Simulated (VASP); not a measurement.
ScPdSe:

```
Sc Pd Se
1.0
     3.96927    0.00000    0.00000
     0.00000    3.96927    0.00000
     0.00000    0.00000    6.84801
Sc Pd Se
2 2 2
Cartesian
  1.9846 0.0000 4.4375
  0.0000 1.9846 2.4105
  1.9846 0.0000 1.5785
  0.0000 1.9846 5.2695
  0.0000 0.0000 0.0000
  1.9846 1.9846 0.0000
```

| Item | Value |
| --- | --- |
| Program | VASP 6.6.1 |
| Task | relaxation of cell and atoms |
| Functional | PBE |
| Potentials or basis | VASP PAW PBE potentials, release 64 (Sc_sv, Pd, Se) |
| Cutoff | 600 eV |
| k mesh | 4 × 4 × 4 |
| Occupations | gaussian, width 0.1 eV |
| Spin | no spin polarisation |

At the start: pressure 14.2 GPa; volume 17.98 Å³/atom.

Problem. How do energy, volume and symmetry change on relaxing?

Solution. Over 24 steps the energy falls by 323.7 meV/atom and the volume is 20.90 Å³/atom (+16.2 %); space group P4/nmm (No. 129, to 0.1 Å) before and after.

Step by step:
```csv
step,energy change (eV),largest force (eV/Å),pressure (GPa),volume (Å³)
1,0.0000,2.3918,14.21,107.89
2,-0.4754,0.6394,-8.41,134.70
3,-0.7700,1.1111,-2.09,123.00
4,-0.9488,0.7933,-1.03,120.98
5,-1.0716,0.8795,3.11,116.34
6,-1.0844,0.6047,1.70,117.63
7,-1.0854,0.6577,1.98,117.35
8,-1.1666,0.6370,-0.64,121.01
9,-1.1792,0.6516,-2.61,124.45
10,-1.1820,0.6420,-2.04,123.35
11,-1.2446,0.6693,-1.76,123.21
12,-1.4657,0.9144,-0.49,122.52
13,-1.7105,1.2133,4.45,119.87
14,-1.7361,1.0824,4.29,120.32
15,-1.7618,0.7821,3.99,121.39
16,-1.7989,0.7004,3.36,122.05
17,-1.8799,0.4947,1.58,124.05
18,-1.9245,0.2285,-1.45,128.06
19,-1.9267,0.2586,-0.98,127.37
20,-1.9318,0.2207,-0.78,126.98
21,-1.9408,0.1006,-0.16,125.82
22,-1.9418,0.0453,0.18,125.25
23,-1.9418,0.0470,0.16,125.29
24,-1.9421,0.0371,0.09,125.40
```

Final structure:
```cif
data_structure
_symmetry_space_group_name_H-M 'P 1'
_symmetry_Int_Tables_number 1
_cell_length_a 4.7263
_cell_length_b 4.7263
_cell_length_c 5.6137
_cell_angle_alpha 90.000
_cell_angle_beta 90.000
_cell_angle_gamma 90.000
_cell_volume 125.40
loop_
_atom_site_label
_atom_site_type_symbol
_atom_site_fract_x
_atom_site_fract_y
_atom_site_fract_z
_atom_site_occupancy
Sc1 Sc 0.50000 0.00000 0.74500 1
Sc2 Sc 0.00000 0.50000 0.25500 1
Pd1 Pd 0.50000 0.00000 0.29606 1
Pd2 Pd 0.00000 0.50000 0.70394 1
Se1 Se 0.00000 0.00000 0.00000 1
Se2 Se 0.50000 0.50000 0.00000 1
```

Caveat: the k points lie up to 0.33 Å⁻¹ apart in the final cell, too coarse for converged energies and pressures of a metal; the volume moved by over 15 % at a fixed basis, so the end points are rough.
